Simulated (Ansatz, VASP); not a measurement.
NaLi4Hg: VASP beside Ansatz

```xyz
6
Lattice="0.0000 3.9007 3.9007 3.9007 0.0000 3.9007 3.9007 3.9007 0.0000" Properties=species:S:1:pos:R:3 pbc="T T T"
Na    1.9504    1.9504    1.9504
Li    2.9080    4.8934    2.9080
Li    2.9080    2.9080    4.8934
Li    4.8934    4.8934    4.8934
Li    4.8934    2.9080    2.9080
Hg    0.0000    0.0000    0.0000
```

Alike in both runs: functional r2SCAN; k mesh 4 × 4 × 4; occupations gaussian, width 0.1 eV; no spin polarisation.

Ansatz relaxed the structure, and its values are those at the end. VASP's run is a single point on that final structure, the one shown.

|  | VASP | Ansatz |
| --- | --- | --- |
| version | VASP 6.6.1 | Ansatz 0.2.0 |
| potentials or method | VASP PAW PBE potentials, release 64 (Na_pv, Li_sv, Hg), cutoff 520 eV | scalar-relativistic, plane waves, PAW |
| valence electrons in the cell | 31 | 41 |

Ansatz gave:

| Item | Value |
| --- | --- |
| gap on the k mesh at the Fermi level (eV) | none |
| rms of the force components (eV/Å) | 0.009 |

Task: Which values does VASP return?

Result: gap on the k mesh at the Fermi level (eV): none; rms of the force components (eV/Å): 0.016.

VASP's potentials were made for PBE, not for r2SCAN. A gap of «none» marks a metal or a gap that the smearing closes. The functional is the same, so the differences come from potentials, cutoffs and numerics. VASP's potentials hold 31 valence electrons a cell and Ansatz's 41, so a difference there can come from the potentials and not from the codes.

Spin-orbit coupling is off throughout. Noted on VASP's run: the cutoff is short for stress, so the pressure is rough.
